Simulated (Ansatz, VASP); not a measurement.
## AgI: VASP beside Ansatz

File INCAR:

```
ALGO = Normal
EDIFF = 1E-6
ENCUT = 500
GGA = PE
GGA_COMPAT = F
ISIF = 2
ISMEAR = 0
LASPH = T
LCHARG = T
LELF = T
LREAL = F
LVHAR = T
LWAVE = F
NBANDS = 16
NELM = 120
PREC = Accurate
SIGMA = 0.01
```

Contents of KPOINTS:

```
k-points
0
Gamma
  3 3 3
```

The input POSCAR:

```
AgI
1.0
    0.0000000000      3.2365000000      3.2365000000
    3.2365000000      0.0000000000      3.2365000000
    3.2365000000      3.2365000000      0.0000000000
Ag I
1 1
Direct
    0.0000000000      0.0000000000      0.0000000000
    0.7500000000      0.7500000000      0.7500000000
```

Input for Ansatz:

```yaml
crystal:
  lattice:
    bravais: fcc
    a: 6.473
  space_group: 216
  atoms:
    - { symbol: Ag, position: [0.0, 0.0, 0.0] }
    - { symbol: I, position: [0.25, 0.25, 0.75] }
  reduce_to_primitive: true
basis:
  ecutwfc: 630.0
kpoints:
  mp_grid:
    grid: [3, 3, 3]
hamiltonian:
  xc: pbe
scf:
  max_iter: 80
  n_extra_bands: 8
  occupations:
    method: fixed
output:
  eigenvalues: true
```

Alike in both runs: task single point; functional PBE; k mesh 3 × 3 × 3; no spin polarisation.

|  | VASP | Ansatz |
| --- | --- | --- |
| version | VASP 6.6.1 | Ansatz 0.2.0 |
| potentials or method | VASP PAW PBE potentials, release 64 (Ag, I), cutoff 500 eV | plane waves, PAW |
| occupations | gaussian, width 0.01 eV | fixed |
| valence electrons in the cell | 18 | 36 |

|  | VASP | Ansatz | Ansatz less VASP |
| --- | --- | --- | --- |
| gap on the k mesh at the Fermi level (eV) | 1.33 | 1.33 | -0.002 |

VASP's potentials hold 18 valence electrons a cell and Ansatz's 36, so a difference there can come from the potentials and not from the codes.

The k mesh is coarse, so the values compare programs but aren't converged. Spin-orbit coupling is off throughout.
